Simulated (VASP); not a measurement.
Input of a VASP 6.6.1 run:

File INCAR:

```
SYSTEM = ReB
PREC = Accurate
ENCUT = 1230
EDIFF = 1E-6
ISMEAR = 0
SIGMA = 0.1
LREAL = .FALSE.
LASPH = .TRUE.
NELM = 120
ALGO = Normal
ISIF = 2
LWAVE = .FALSE.
LCHARG = .FALSE.
GGA = PE
NBANDS = 26
GGA_COMPAT = .FALSE.
```

The input KPOINTS:

```
regular mesh
0
G
  6 6 4
  0 0 0
```

POSCAR

```
ReB
1.0
    2.8181008814      0.0000000000      0.0000000000
    0.0000000000      2.8181008814      0.0000000000
    0.0000000000      0.0000000000      5.9210614863
Re B
2 2
Direct
    0.5000000000      0.5000000000      0.2121399233
    0.5000000000      0.5000000000      0.7878600767
    0.0000000000      0.5000000000      0.5000000000
    0.5000000000      0.0000000000      0.5000000000
```

Potentials or basis: VASP PAW PBE potentials, release 64 (Re_sv_GW, B_h).

Launch:

```sh
$ cat potpaw_PBE.64/Re_sv_GW/POTCAR potpaw_PBE.64/B_h/POTCAR > POTCAR
$ mpirun -np 1 vasp_std > vasp.out
```

Question: Predict the pressure.

Answer: -0.4 GPa.

Question: What does it give for the band gap on the k mesh?

Answer: Zero (bands 18 and 19 overlap by 1.99 eV).

Forces on the atoms (eV/Å):
```
Re   0.000  0.000 -0.038
Re   0.000  0.000  0.038
B    0.000  0.000  0.000
B    0.000  0.000  0.000
```

Caveat: the k points lie up to 0.37 Å⁻¹ apart, too coarse for converged energies and pressures of a metal; spin-orbit coupling is left out, which moves the levels of the heavy elements.
